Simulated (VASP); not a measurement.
# Os (P6_3/mmc) in VASP: further runs

The runs below take Os through relaxation of shape and atoms at fixed volume, with PBEsol.

Everything below comes from runs of VASP 6.6.1. Logs are shortened: lines on timing, memory, paths and dates and some standing lists are left out, and cuts for length are marked.

## (1) The cell of the first run

It takes space group P6_3/mmc (No. 194, hexagonal). Conventional cell: a = 2.301 Å, b = 2.301 Å, c = 3.635 Å, α = 90.00°, β = 90.00°, γ = 120.00°. Within 3.0 Å of Os (site symmetry -6m2) lie 12 Os at 2.25 to 2.30 Å.

## (2) Relaxation of shape and atoms at fixed volume, PBEsol

Contents of INCAR:

```
SYSTEM = Os
PREC = Accurate
ENCUT = 600
EDIFF = 1E-7
ISMEAR = -1
SIGMA = 0.05
LREAL = .False.
LASPH = .True.
NELM = 80
ALGO = Normal
ISIF = 4
LWAVE = .False.
LCHARG = .False.
GGA = PS
IBRION = 2
NSW = 50
EDIFFG = -0.005
```

Contents of KPOINTS:

```
regular mesh
0
Gamma
  16 16 9
  0 0 0
```

Contents of POSCAR:

```
Os
1.0
    2.3010430443      0.0000000000      0.0000000000
   -1.1505215221      1.9927617315      0.0000000000
    0.0000000000      0.0000000000      3.6345054352
Os
2
Direct
    0.3333333333      0.6666666667      0.2500000000
    0.6666666667      0.3333333333      0.7500000000
```

Potentials or basis: VASP PAW PBE potentials, release 64 (Os).

Started as:

```bash
$ cat potpaw_PBE.64/Os/POTCAR > POTCAR
$ mpirun -np 1 vasp_std > vasp.out
```

OUTCAR:

```text
SYSTEM = Os
   PREC = Accurate
   ENCUT = 600
   EDIFF = 1E-7
   ISMEAR = -1
   LREAL = .False.
   LASPH = .True.
   NELM = 80
   ISIF = 4
   GGA = PS
   IBRION = 2
   NSW = 50
   EDIFFG = -0.005

 ion  position               nearest neighbor table
   1  0.333  0.667  0.250-   2 2.25   2 2.25   2 2.25   2 2.25   2 2.25   2 2.25   2 3.22   2 3.22
                             2 3.22   2 3.22   2 3.22   2 3.22
   2  0.667  0.333  0.750-   1 2.25   1 2.25   1 2.25   1 2.25   1 2.25   1 2.25   1 3.22   1 3.22
                             1 3.22   1 3.22   1 3.22   1 3.22

  LATTYP: Found a hexagonal cell.
 ALAT       =     2.3010430443
 C/A-ratio  =     1.5795034535

  Lattice vectors:

 A1 = (   2.3010430443,   0.0000000000,   0.0000000000)
 A2 = (  -1.1505215221,   1.9927617315,   0.0000000000)
 A3 = (   0.0000000000,   0.0000000000,   3.6345054352)

Analysis of symmetry for initial positions (statically):
=====================================================================
 Subroutine PRICEL returns:
 Original cell was already a primitive cell.

 Routine SETGRP: Setting up the symmetry group for a
 hexagonal supercell.

 Subroutine GETGRP returns: Found 24 space group operations
 (whereof 12 operations were pure point group operations)
 out of a pool of 24 trial point group operations.

The static configuration has the point symmetry D_3d.
 The point group associated with its full space group is D_6h.

Analysis of symmetry for dynamics (positions and initial velocities):
=====================================================================
 Subroutine PRICEL returns:
 Original cell was already a primitive cell.

 Routine SETGRP: Setting up the symmetry group for a
 hexagonal supercell.

 Subroutine GETGRP returns: Found 24 space group operations
 (whereof 12 operations were pure point group operations)
 out of a pool of 24 trial point group operations.

The dynamic configuration has the point symmetry D_3d.
 The point group associated with its full space group is D_6h.

 Subroutine INISYM returns: Found 24 space group operations
 (whereof 12 operations are pure point group operations),
 and found     1 'primitive' translations

----------------------------------------------------------------------------------------

                                     Primitive cell

  volume of cell :      16.6658

  direct lattice vectors                    reciprocal lattice vectors
     2.301043044  0.000000000  0.000000000     0.434585525  0.250908070  0.000000000
    -1.150521522  1.992761731  0.000000000     0.000000000  0.501816140  0.000000000
[... 108 lines left out ...]
  Thomas-Fermi vector in A             =   2.709820
   LORBIT       =      0    0 simple, 1 ext, 2 COOP (PROOUT), +10 PAW based schemes
   GGA     = PS    functional components
   LHFCALC =     F    Hartree Fock is set to
   AEXX    =    0.0000 exact exchange contribution
   IVDW    =     0    specifies the selected vdW correction
   LEPSILON=     F    determine dielectric tensor
   LRPA    =     F    only Hartree local field effects (RPA)
 conjugate gradient relaxation of ions
 non-spin polarized calculation
  energy-cutoff  :      600.00
  volume of cell :       16.67
 maximum number of plane-waves:       573
   NGX =  9   NGY =  9   NGZ = 15

--------------------------------------- Ionic step        1  -------------------------------------------

 number of electron      15.9999999 magnetization

 Free energy of the ion-electron system (eV)
  ---------------------------------------------------
  ext. energy  EPLUGINS =         0.00000000
  ---------------------------------------------------
  free energy    TOTEN  =        -8.30675734 eV

  energy without entropy =       -8.30222430  energy(sigma->0) =       -8.30449082

------------------------ aborting loop because EDIFF is reached ----------------------------------------

  FORCE on cell =-STRESS in cart. coord.  units (eV):
  Direction    XX          YY          ZZ          XY          YZ          ZX
  --------------------------------------------------------------------------------------
  -------------------------------------------------------------------------------------
  Total       75.6271460     75.6271460     79.9305906      0.0000000      0.0000000      0.0000000
  in kB     7270.4761484   7270.4761479   7684.1912267      0.0000002      0.0000000      0.0000000
  external PRESSURE =    7408.3811743 kB  Pullay stress =       0.0000000 kB
[... 95 lines left out ...]
--------------------------------------- Ionic step        4  -------------------------------------------

 number of electron      15.9999999 magnetization

 Free energy of the ion-electron system (eV)
  ---------------------------------------------------
  ext. energy  EPLUGINS =         0.00000000
  ---------------------------------------------------
  free energy    TOTEN  =        -8.32706428 eV

  energy without entropy =       -8.32188040  energy(sigma->0) =       -8.32447234

 E-fermi :  19.4858     XC(G=0): -17.2444

 val. band max:       19.4745989987   @ k =   0.2500   0.2500   0.1111
 cond. band min:      19.5529673791   @ k =   0.3125   0.0625   0.2222
 fundamental gap:      0.0783683804
 Fermi energy:        19.4858265315

 k-point     1 :       0.0000    0.0000    0.0000
  band No.  band energies     occupation
      1       3.6317      2.00000
      2       5.0104      2.00000
      3      12.6446      2.00000
      4      12.6446      2.00000
      5      12.9485      2.00000
      6      14.5056      2.00000
      7      14.5056      2.00000
      8      16.1916      2.00000
      9      16.1916      2.00000
     10      20.9442      0.00000
     11      22.4989      0.00000
     12      22.4989      0.00000
[... 331 lines left out ...]
 k-point    24 :       0.2500    0.1875    0.0000
  band No.  band energies     occupation
      1       7.2290      2.00000
      2       7.9153      2.00000
      3       9.0461      2.00000
      4      11.0322      2.00000
      5      11.7029      2.00000
      6      14.4165      2.00000
      7      15.3407      2.00000
      8      18.5807      2.00000
      9      22.5474      0.00000
     10      24.0173      0.00000
     11      25.9482      0.00000
     12      34.6829      0.00000

 [... further k-points ...]

------------------------ aborting loop because EDIFF is reached ----------------------------------------

  FORCE on cell =-STRESS in cart. coord.  units (eV):
  Direction    XX          YY          ZZ          XY          YZ          ZX
  --------------------------------------------------------------------------------------
  -------------------------------------------------------------------------------------
  Total       76.9428292     76.9428292     76.9378582      0.0000000      0.0000000     -0.0000000
  in kB     7396.9603967   7396.9603960   7396.4825053      0.0000003      0.0000000     -0.0000000
  external PRESSURE =    7396.8010993 kB  Pullay stress =       0.0000000 kB
[... 17 lines left out ...]
  FREE ENERGIE OF THE ION-ELECTRON SYSTEM (eV)
  ---------------------------------------------------
  free  energy   TOTEN  =        -8.3270642820 eV

  energy  without entropy=       -8.3218804032  energy(sigma->0) =       -8.32447234

 reached required accuracy - stopping structural energy minimisation
```

OSZICAR:

```text
N       E                     dE             d eps       ncg     rms          rms(c)
DAV:   1     0.175799431167E+03    0.17580E+03   -0.89053E+03  3600   0.156E+03
DAV:   2    -0.353860646837E+01   -0.17934E+03   -0.16305E+03  3748   0.512E+02
[... 32 lines left out ...]
   3 F= -.83270214E+01 E0= -.83244255E+01  d E =-.202640E-01
       N       E                     dE             d eps       ncg     rms          rms(c)
DAV:   1    -0.832707400886E+01   -0.52640E-04   -0.12786E-03  3636   0.332E-01    0.189E-02
DAV:   2    -0.832706703775E+01    0.69711E-05   -0.19098E-05  4204   0.593E-02    0.930E-03
DAV:   3    -0.832706423420E+01    0.28035E-05   -0.46170E-06  3948   0.218E-02    0.979E-04
DAV:   4    -0.832706428200E+01   -0.47801E-07   -0.30810E-07  3680   0.713E-03
   4 F= -.83270643E+01 E0= -.83244723E+01  d E =-.203069E-01
```

Wall time 2.8 min (1 thread of AMD EPYC 7R13, shared host); peak memory 0.13 GiB.

The run converged, but its numbers aren't listed here, since they failed a check.

Caveat: the PAW data sets were made with another functional, which shifts forces and pressure a little; spin-orbit coupling is left out, which moves the levels of the heavy elements.

## (3) Relaxation of shape and atoms at fixed volume, PBEsol

This run uses another cell than the first one, of 9.72 Å³/atom, 1.167 times its volume.

Contents of INCAR:

```
PREC = Accurate ; ENCUT = 600
EDIFF = 1E-6 ; ISMEAR = -1
SIGMA = 0.05 ; LREAL = F
LASPH = T ; NELM = 60
ALGO = Normal ; ISIF = 4
LWAVE = F ; LCHARG = F
GGA = PS ; IBRION = 2
NSW = 50 ; EDIFFG = -0.005
```

Contents of KPOINTS:

```
regular mesh
0
Gamma
  16 16 9
```

Contents of POSCAR:

```
Os
1.0
    2.4223692195      0.0000000000      0.0000000000
   -1.2111846098      2.0978332815      0.0000000000
    0.0000000000      0.0000000000      3.8261405480
Os
2
Direct
    0.3333333333      0.6666666667      0.2500000000
    0.6666666667      0.3333333333      0.7500000000
```

Potentials or basis: VASP PAW PBE potentials, release 64 (Os).

Started as:

```bash
$ cat potpaw_PBE.64/Os/POTCAR > POTCAR
$ mpirun -np 1 vasp_std > vasp.out
```

Run time: 2.2 min. Hardware: 1 thread of AMD EPYC 7R13, shared host; peak memory 0.14 GiB.

It converged, with:

- Free energy: -17.6005 eV
- Energy gained by relaxing: 4.6 meV/atom
- Ionic steps: 4
- Pressure after relaxing: 369.0 GPa
- Band gap on the k mesh: zero (band 8 reaches 19.75 eV, above the bottom of band 9 at 12.75 eV)

The path:
```
step  energy change (eV)  largest force (eV/Å)  pressure (GPa)  volume (Å³)
   1              0.0000                0.0000          369.36        19.44
   2              0.2113                0.0000          370.38        19.44
   3             -0.0091                0.0000          368.96        19.44
   4             -0.0091                0.0000          368.97        19.44
```

Final structure:
```
Os
1.0
     2.41389    0.00000    0.00000
    -1.20695    2.09049    0.00000
     0.00000    0.00000    3.85307
Os
2
Direct
  0.33333 0.66667 0.25000
  0.66667 0.33333 0.75000
```

Levels at points of the mesh, in eV from the Fermi level:
```csv
k point,band 6,band 7,band 8,band 9,band 10,band 11
"(0.00, 0.00, 0.00)",-3.90,-3.90,-2.59,-2.59,0.57,2.67
"(0.50, 0.00, 0.00)",-3.52,-3.03,3.81,4.81,4.83,7.69
```

Caveat: the PAW data sets were made with another functional, which shifts forces and pressure a little; spin-orbit coupling is left out, which moves the levels of the heavy elements.

## (4) Relaxation of shape and atoms at fixed volume, PBEsol

This run uses another cell than the first one, of 11.11 Å³/atom, 1.333 times its volume.

Contents of INCAR:

```
SYSTEM = Os
  PREC = Accurate
  ENCUT = 600
  EDIFF = 1E-6
  ISMEAR = -1
  SIGMA = 0.05
  LREAL = .FALSE.
  LASPH = .TRUE.
  NELM = 80
  ALGO = Normal
  ISIF = 4
  LWAVE = .FALSE.
  LCHARG = .FALSE.
  GGA = PS
  IBRION = 2
  NSW = 50
  EDIFFG = -0.005
```

Contents of KPOINTS:

```
Automatic mesh
0
G
  16 16 9
  0 0 0
```

Contents of POSCAR:

```
Os
1.0
    2.5326255762      0.0000000000      0.0000000000
   -1.2663127881      2.1933180873      0.0000000000
    0.0000000000      0.0000000000      4.0002908442
Os
2
Direct
    0.3333333333      0.6666666667      0.2500000000
    0.6666666667      0.3333333333      0.7500000000
```

Started as:

```bash
$ cat potpaw_PBE.64/Os/POTCAR > POTCAR
$ mpirun -np 1 vasp_std > vasp.out
```

It took 2 min on 1 thread of AMD EPYC 7R13, shared host; peak memory 0.14 GiB.

It converged, with:

| Item | Value |
| --- | --- |
| Free energy | -22.0983 eV |
| Energy gained by relaxing | 1.8 meV/atom |
| Ionic steps | 4 |
| Pressure after relaxing | 170.1 GPa |
| Band gap on the k mesh | zero (band 8 reaches 16.33 eV, above the bottom of band 9 at 10.66 eV) |

Step by step:
| step | energy change (eV) | largest force (eV/Å) | pressure (GPa) | volume (Å³) |
| --- | --- | --- | --- | --- |
| 1 | 0.0000 | 0.0000 | 170.34 | 22.22 |
| 2 | 0.0468 | 0.0000 | 170.14 | 22.22 |
| 3 | -0.0037 | 0.0000 | 170.11 | 22.22 |
| 4 | -0.0037 | 0.0000 | 170.11 | 22.22 |

Final structure:
```
Os
1.0
     2.52639    0.00000    0.00000
    -1.26320    2.18792    0.00000
     0.00000    0.00000    4.02005
Os
2
Direct
  0.33333 0.66667 0.25000
  0.66667 0.33333 0.75000
```

Levels at points of the mesh, in eV from the Fermi level:
```tsv
k point	band 4	band 5	band 6	band 7	band 8	band 9	band 10	band 11	band 12
(0.00, 0.00, 0.00)	-4.39	-4.12	-3.19	-3.19	-2.15	-2.15	0.13	2.29	2.29
(0.50, 0.00, 0.00)	-4.99	-3.51	-3.44	-2.61	3.06	3.87	3.94	6.27	7.75
```

Caveat: the PAW data sets were made with another functional, which shifts forces and pressure a little; spin-orbit coupling is left out, which moves the levels of the heavy elements.

## (5) Relaxation of shape and atoms at fixed volume, PBEsol

This run uses another cell than the first one, of 12.50 Å³/atom, 1.500 times its volume.

Contents of INCAR:

```
SYSTEM = Os
PREC = Accurate
ENCUT = 600
EDIFF = 1E-6
ISMEAR = -1
SIGMA = 0.05
LREAL = .False.
LASPH = .True.
NELM = 100
ALGO = Normal
ISIF = 4
LWAVE = .False.
LCHARG = .False.
GGA = PS
IBRION = 2
NSW = 50
EDIFFG = -0.005
```

Contents of KPOINTS:

```
Automatic mesh
0
Gamma
  16 16 9
  0 0 0
```

Contents of POSCAR:

```
Os
1.0
    2.6340367455      0.0000000000      0.0000000000
   -1.3170183728      2.2811427361      0.0000000000
    0.0000000000      0.0000000000      4.1604701362
Os
2
Direct
    0.3333333333      0.6666666667      0.2500000000
    0.6666666667      0.3333333333      0.7500000000
```

Started as:

```bash
$ cat potpaw_PBE.64/Os/POTCAR > POTCAR
$ mpirun -np 1 vasp_std > vasp.out
```

Wall time 2.5 min (1 thread of AMD EPYC 7R13, shared host); peak memory 0.17 GiB.

The run converged. Its results:

```yaml
Free_energy: -24.0109 eV
Energy_gained_by_relaxing: 0.4 meV/atom
Ionic_steps: 3
Pressure_after_relaxing: 61.2 GPa
Band_gap_on_the_k_mesh: zero (band 8 reaches 13.64 eV, above the bottom of band 9 at 8.98 eV)
```

The path:
| step | energy change (eV) | largest force (eV/Å) | pressure (GPa) | volume (Å³) |
| --- | --- | --- | --- | --- |
| 1 | 0.0000 | 0.0000 | 61.28 | 25.00 |
| 2 | 0.0051 | 0.0000 | 61.03 | 25.00 |
| 3 | -0.0008 | 0.0000 | 61.18 | 25.00 |

Final structure:
```
CELL_PARAMETERS angstrom
2.63046 0.00000 0.00000
-1.31523 2.27805 0.00000
0.00000 0.00000 4.17179
ATOMIC_POSITIONS crystal
Os 0.33333 0.66667 0.25000
Os 0.66667 0.33333 0.75000
```

Levels at points of the mesh, in eV from the Fermi level:
| k point | band 5 | band 6 | band 7 | band 8 | band 9 | band 10 | band 11 | band 12 |
| --- | --- | --- | --- | --- | --- | --- | --- | --- |
| (0.00, 0.00, 0.00) | -3.41 | -2.66 | -2.66 | -1.83 | -1.83 | -0.02 | 1.97 | 1.97 |
| (0.50, 0.00, 0.00) | -3.23 | -3.03 | -2.24 | 2.50 | 3.17 | 3.27 | 5.23 | 6.62 |

Caveat: the PAW data sets were made with another functional, which shifts forces and pressure a little; spin-orbit coupling is left out, which moves the levels of the heavy elements.

## (6) Summary

```tsv
cell	gap on the mesh (eV)	pressure (GPa)
relaxed from a = 2.422, b = 2.422, c = 3.826 Å, angles 90.0, 90.0, 120.0°, 2 atoms	none	369.0
relaxed from a = 2.533, b = 2.533, c = 4.000 Å, angles 90.0, 90.0, 120.0°, 2 atoms	none	170.1
relaxed from a = 2.634, b = 2.634, c = 4.160 Å, angles 90.0, 90.0, 120.0°, 2 atoms	none	61.2
```

Alike in all rows: task relaxation of shape and atoms at fixed volume; level PBEsol; potentials or basis VASP PAW PBE potentials, release 64 (Os); no spin polarisation; k mesh 16 × 16 × 9; cutoff (eV) 600; smearing fermi-dirac 0.05 eV.

Caveats: the PAW data sets were made with another functional, which shifts forces and pressure a little; spin-orbit coupling is left out, which moves the levels of the heavy elements.

Total energies depend on the potentials used, so only differences within one code and one set of settings carry meaning.
